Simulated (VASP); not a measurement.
# Co (Im-3m) in VASP: single point with PBEsol

Aim: the single point of Co with PBEsol.

Program: VASP 6.6.1. These are calculated values, not measurements. Logs are shortened: lines on timing, memory, paths and dates and some standing lists are left out, and cuts for length are marked.

### Step 1. The cell of the first run

It takes space group Im-3m (No. 229, cubic). The conventional cell has a = 2.766 Å, b = 2.766 Å, c = 2.766 Å, α = 90.00°, β = 90.00°, γ = 90.00°. Co (site symmetry m-3m) has 14 Co at 2.40 to 2.77 Å within 3.2 Å.

### Step 2. Single point, PBEsol, collinear spin, ferromagnetic start

INCAR reads:

```
SYSTEM = Co
ALGO     = Fast           ! electronic algorithm
EDIFF    = 1E-6           ! SCF threshold, eV
ENCUT    = 520            ! plane-wave cutoff, eV
GGA      = PS             ! functional
ISIF     = 2              ! what is computed and relaxed
ISMEAR   = 0              ! smearing method
ISPIN    = 2              ! spin polarisation
LASPH    = .True.         ! aspherical terms in the spheres
LCHARG   = .False.        ! write CHGCAR
LMAXMIX  = 4              ! l up to which the mixer works
LORBIT   = 11             ! projections on sites
LREAL    = .False.        ! projectors in reciprocal space
LWAVE    = .False.        ! write WAVECAR
MAGMOM   = 2.04           ! initial moments
NBANDS   = 14             ! bands
NELM     = 150            ! most SCF steps
PREC     = Accurate       ! precision mode
SIGMA    = 0.1            ! smearing width, eV
```

KPOINTS reads:

```
k-points
0
Gamma
  22 22 22
  0 0 0
```

POSCAR reads:

```
Co
1.0
   -1.3831620774      1.3831620774      1.3831620774
    1.3831620774     -1.3831620774      1.3831620774
    1.3831620774      1.3831620774     -1.3831620774
Co
1
Direct
    0.0000000000      0.0000000000      0.0000000000
```

Potentials or basis: VASP PAW PBE potentials, release 64 (Co).

Started as:

```console
> cat potpaw_PBE.64/Co/POTCAR > POTCAR
> mpirun -np 1 vasp_std > vasp.out
```

OUTCAR:

```text
SYSTEM = Co
   EDIFF = 1E-6
   ENCUT = 520
   GGA = PS
   ISIF = 2
   ISMEAR = 0
   ISPIN = 2
   LASPH = .True.
   LORBIT = 11
   LREAL = .False.
   NELM = 150
   PREC = Accurate

 ion  position               nearest neighbor table
   1  0.000  0.000  0.000-

  LATTYP: Found a body centered cubic cell.
 ALAT       =     2.7663241548

  Lattice vectors:

 A1 = (  -1.3831620774,   1.3831620774,   1.3831620774)
 A2 = (   1.3831620774,  -1.3831620774,   1.3831620774)
 A3 = (   1.3831620774,   1.3831620774,  -1.3831620774)

Analysis of symmetry for initial positions (statically):
=====================================================================
 Subroutine PRICEL returns:
 Original cell was already a primitive cell.

 Routine SETGRP: Setting up the symmetry group for a
 body centered cubic supercell.

 Subroutine GETGRP returns: Found 48 space group operations
 (whereof 48 operations were pure point group operations)
 out of a pool of 48 trial point group operations.

The static configuration has the point symmetry O_h .

Analysis of symmetry for dynamics (positions and initial velocities):
=====================================================================
 Subroutine PRICEL returns:
 Original cell was already a primitive cell.

 Routine SETGRP: Setting up the symmetry group for a
 body centered cubic supercell.

 Subroutine GETGRP returns: Found 48 space group operations
 (whereof 48 operations were pure point group operations)
 out of a pool of 48 trial point group operations.

The dynamic configuration has the point symmetry O_h .

Analysis of structural, dynamic, and magnetic symmetry:
=====================================================================
 Subroutine PRICEL returns:
 Original cell was already a primitive cell.

 Routine SETGRP: Setting up the symmetry group for a
 body centered cubic supercell.

 Subroutine GETGRP returns: Found 48 space group operations
 (whereof 48 operations were pure point group operations)
 out of a pool of 48 trial point group operations.

The overall configuration has the point symmetry O_h .

 Subroutine INISYM returns: Found 48 space group operations
 (whereof 48 operations are pure point group operations),
 and found     1 'primitive' translations

----------------------------------------------------------------------------------------

                                     Primitive cell

  volume of cell :      10.5847

  direct lattice vectors                    reciprocal lattice vectors
    -1.383162077  1.383162077  1.383162077     0.000000000  0.361490535  0.361490535
[... 119 lines left out ...]
  volume of cell :       10.58
 maximum number of plane-waves:       321
 NGX is ok and might be reduce to    18
   NGX =  9   NGY =  9   NGZ =  9

 number of electron       9.0000011 magnetization       1.7073764

 Free energy of the ion-electron system (eV)
  ---------------------------------------------------
  ext. energy  EPLUGINS =         0.00000000
  ---------------------------------------------------
  free energy    TOTEN  =        -7.62792126 eV

  energy without entropy =       -7.62066026  energy(sigma->0) =       -7.62429076

 E-fermi :  10.7787     XC(G=0): -13.7279

 val. band max:       10.7753245649   @ k =   0.2727   0.0000   0.0000
 cond. band min:      10.7822455663   @ k =  -0.3636   0.4091   0.0455
 fundamental gap:      0.0069210014
 Fermi energy:        10.7786958644

 spin component 1

 k-point     1 :       0.0000    0.0000    0.0000
  band No.  band energies     occupation
      1       1.2849      1.00000
      2       7.6909      1.00000
      3       7.6909      1.00000
      4       7.6909      1.00000
      5       8.9115      1.00000
      6       8.9115      1.00000
      7      36.3523      0.00000
      8      36.3523      0.00000
      9      36.3523      0.00000
     10      41.8325      0.00000
     11      41.8325      0.00000
     12      44.0023      0.00000
     13      44.0027      0.00000
     14      44.0083      0.00000
[... 379 lines left out ...]
      3       7.4747      1.00000
      4       8.5412      1.00000
      5       8.6591      1.00000
      6       8.9929      1.00000
      7      29.9446      0.00000
      8      31.7350      0.00000
      9      35.7259      0.00000
     10      36.6850      0.00000
     11      40.3745      0.00000
     12      41.6992      0.00000
     13      46.0059      0.00000
     14      46.2505      0.00000

 [... further k-points ...]

 spin component 2

 k-point     1 :       0.0000    0.0000    0.0000
  band No.  band energies     occupation
      1       1.4034      1.00000
      2       9.2380      1.00000
      3       9.2380      1.00000
      4       9.2380      1.00000
      5      11.0590      0.00004
      6      11.0590      0.00004
      7      36.2328      0.00000
      8      36.2328      0.00000
      9      36.2328      0.00000
     10      41.9855      0.00000
     11      41.9855      0.00000
     12      44.7826      0.00000
     13      44.7834      0.00000
     14      44.7834      0.00000
[... 379 lines left out ...]
      3       8.9790      1.00000
      4      10.1417      1.00000
      5      10.7155      0.81441
      6      11.1461      0.00000
      7      30.2775      0.00000
      8      32.0115      0.00000
      9      36.1834      0.00000
     10      36.7528      0.00000
     11      40.6460      0.00000
     12      42.1099      0.00000
     13      46.3978      0.00000
     14      46.4537      0.00000

 [... further k-points ...]
[... 5 lines left out ...]
  --------------------------------------------------------------------------------------
  -------------------------------------------------------------------------------------
  Total       -0.0699935     -0.0699935     -0.0699935      0.0000000      0.0000000     -0.0000000
  in kB      -10.5947045    -10.5947045    -10.5947045      0.0000000      0.0000000     -0.0000000
  external PRESSURE =     -10.5947045 kB  Pullay stress =       0.0000000 kB

 VOLUME and BASIS-vectors are now :
 -----------------------------------------------------------------------------
  energy-cutoff  :      520.00
  volume of cell :       10.58
      direct lattice vectors                 reciprocal lattice vectors
    -1.383162077  1.383162077  1.383162077     0.000000000  0.361490535  0.361490535
     1.383162077 -1.383162077  1.383162077     0.361490535  0.000000000  0.361490535
     1.383162077  1.383162077 -1.383162077     0.361490535  0.361490535  0.000000000

 POSITION                                       TOTAL-FORCE (eV/Angst)
 -----------------------------------------------------------------------------------
      0.00000      0.00000      0.00000         0.000000      0.000000     -0.000000
 -----------------------------------------------------------------------------------
    total drift:                                0.000000      0.000000      0.000000

  FREE ENERGIE OF THE ION-ELECTRON SYSTEM (eV)
  ---------------------------------------------------
  free  energy   TOTEN  =        -7.6279212625 eV

  energy  without entropy=       -7.6206602621  energy(sigma->0) =       -7.62429076

 total charge

# of ion       s       p       d       tot
------------------------------------------
    1        0.499   0.556   7.259   8.315

 magnetization (x)

# of ion       s       p       d       tot
------------------------------------------
    1       -0.005  -0.042   1.763   1.716
```

Wall time 54 s (1 thread of Intel Xeon Platinum 8488C (Sapphire Rapids), shared host); peak memory 0.19 GiB.

Results:

```
Free energy                                           : -7.6279 eV
Pressure                                              : -1.1 GPa
Net moment                                            : 1.71 μB per cell
Site moments                                          : Co +1.72 μB
Valence electrons inside the program's atomic spheres : Co 8.31
```

Caveat: the PAW data sets were made with another functional, which shifts forces and pressure a little.
